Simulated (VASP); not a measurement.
A run of VASP 6.6.1 is set up as follows.

File INCAR:

```
ALGO     = Fast           # electronic algorithm
DIPOL    = 0.5 0.5 0.500
EDIFF    = 1E-6           # SCF threshold, eV
ENCUT    = 520            # plane-wave cutoff, eV
GGA      = PS             # functional
IDIPOL   = 3            
ISIF     = 2              # what is computed and relaxed
ISMEAR   = 0              # smearing method
ISPIN    = 2              # spin polarisation
LASPH    = True           # aspherical terms in the spheres
LCHARG   = False          # write CHGCAR
LDIPOL   = True         
LMAXMIX  = 4              # l up to which the mixer works
LORBIT   = 11             # projections on sites
LREAL    = False          # projectors in reciprocal space
LWAVE    = False          # write WAVECAR
MAGMOM   = 0.2 0.2 0.2 0.2 0.2 0.2 1.14 1.14 1.14 1.14 1.14 # initial moments
NBANDS   = 58             # bands
NELM     = 150            # most SCF steps
PREC     = Accurate       # precision mode
SIGMA    = 0.1            # smearing width, eV
```

Contents of KPOINTS:

```
k-points
0
Gamma
  12 12 1
```

Contents of POSCAR:

```
Ni5O6
1.0
    2.9105322991      0.0000000000      0.0000000000
   -1.4552661496      2.5205949096      0.0000000000
    0.0000000000      0.0000000000     26.8821983546
O Ni
6 5
Direct
    0.3333333333      0.6666666667      0.2901167051
    0.0000000000      0.0000000000      0.3684576814
    0.6666666667      0.3333333333      0.4558908170
    0.3333333333      0.6666666667      0.5441069687
    0.0000000000      0.0000000000      0.6315430796
    0.6666666667      0.3333333333      0.7098855273
    0.6666666667      0.3333333333      0.3200743042
    0.3333333333      0.6666666667      0.4118875186
    0.0000000000      0.0000000000      0.4999987062
    0.6666666667      0.3333333333      0.5881110514
    0.3333333333      0.6666666667      0.6799276405
```

Potentials or basis: VASP PAW PBE potentials, release 64 (O, Ni).

Run with:

```bash
$ cat potpaw_PBE.64/O/POTCAR potpaw_PBE.64/Ni/POTCAR > POTCAR
$ mpirun -np 1 vasp_std > vasp.out
```

Question: What does it give for the site moments?

Answer: O -0.08, +0.05, -0.00 (each value once); Ni -0.54, +1.18, -1.22 (each value once) μB.

Question: Estimate the net moment.

Answer: -0.04 μB per cell.

Question: Estimate the largest force.

Answer: 0.067 eV/Å.

Question: Predict the band gap on the k mesh.

Answer: Zero (filled and empty bands overlap).

Forces on the atoms (eV/Å):
```
O    0.000  0.000 -0.067
O    0.000  0.000  0.009
O    0.000  0.000 -0.006
O    0.000  0.000  0.006
O    0.000  0.000 -0.009
O    0.000  0.000  0.067
Ni   0.000  0.000  0.058
Ni   0.000  0.000 -0.007
Ni   0.000  0.000  0.000
Ni   0.000  0.000  0.007
Ni   0.000  0.000 -0.058
```

Caveat: the PAW data sets were made with another functional, which shifts forces and pressure a little; semilocal functionals often make such compounds metallic where correlation or magnetic order opens a gap, which also shifts bond lengths. With open d or f shells a metallic result of PBEsol can be an artefact of self-interaction; +U or a hybrid may open a gap.
